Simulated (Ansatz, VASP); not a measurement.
## InSb in VASP and in Ansatz

Contents of INCAR:

```
SYSTEM = InSb
  ALGO = Normal
  EDIFF = 1E-8
  ENCUT = 520
  GGA = PE
  ISIF = 2
  ISMEAR = -1
  LASPH = .True.
  LCHARG = .False.
  LEFG = .True.
  LREAL = .False.
  LWAVE = .False.
  NBANDS = 26
  NELM = 80
  PREC = Accurate
  SIGMA = 0.08
```

The input KPOINTS:

```
k-points
0
Gamma
  6 6 11
  0 0 0
```

POSCAR

```
InSb
1.0
    5.1962900000      0.0000000000      0.0000000000
    0.0000000000      5.5406400000      0.0000000000
    0.0000000000      0.0000000000      3.0630000000
In Sb
2 2
Direct
    0.0000000000      0.0000000000      0.0000000000
    0.5000000000      0.5000000000      0.0000000000
    0.5000000000      0.0000000000      0.8350000000
    0.0000000000      0.5000000000      0.1650000000
```

Input for Ansatz:

```yaml
crystal:
  lattice:
    - [5.19629, 0.0, 0.0]
    - [0.0, 5.54064, 0.0]
    - [0.0, 0.0, 3.063]
  atoms:
    - { symbol: In, position: [0.0, 0.0, 0.0] }
    - { symbol: In, position: [0.5, 0.5, 0.0] }
    - { symbol: Sb, position: [0.5, 0.0, 0.835] }
    - { symbol: Sb, position: [0.0, 0.5, 0.165] }
kpoints:
  mp_grid: { grid: [6, 6, 11] }
scf:
  occupations: { method: fermi_dirac, width: 0.08 }
hamiltonian:
  xc: pbe
  pseudopotentials: { kind: paw }
output:
  forces: true
  stress: true
  eigenvalues: true
  efg: { contact_densities: true }
```

Change from the starting cell: equal xx and yy strain of -3 %, PAW files.

Alike in both runs: task electric field gradients; functional PBE; k mesh 6 × 6 × 11; occupations fermi-dirac, width 0.08 eV; no spin polarisation.

|  | VASP | Ansatz |
| --- | --- | --- |
| version | VASP 6.6.1 | Ansatz 0.2.0 |
| potentials or method | VASP PAW PBE potentials, release 64 (In_d, Sb) | PAW with Ansatz's default frozen-core files, scalar-relativistic |
| plane-wave cutoff (eV) | 520 | 420 |
| valence electrons in the cell | 36 | 56 |

VASP gave:

- pressure (GPa): 27.1
- traceless stress, the component that is largest in VASP (GPa): 17.13
- rms of the force components (eV/Å): 0.488
- size of Vzz on the site where it differs most (V/Å²): 98.3

**Question.** Which values does Ansatz return?

**Answer.** Pressure (GPa): 27.1; traceless stress, the component that is largest in VASP (GPa): 17.20; rms of the force components (eV/Å): 0.489; size of Vzz on the site where it differs most (V/Å²): 86.4.

Atom by atom the forces differ by 0.001 eV/Å (rms over components). With one functional, cell and mesh, what is left measures potentials, basis and numerics. VASP's potentials hold 36 valence electrons a cell and Ansatz's 56, so a difference there can come from the potentials and not from the codes.

Spin-orbit coupling is off throughout.
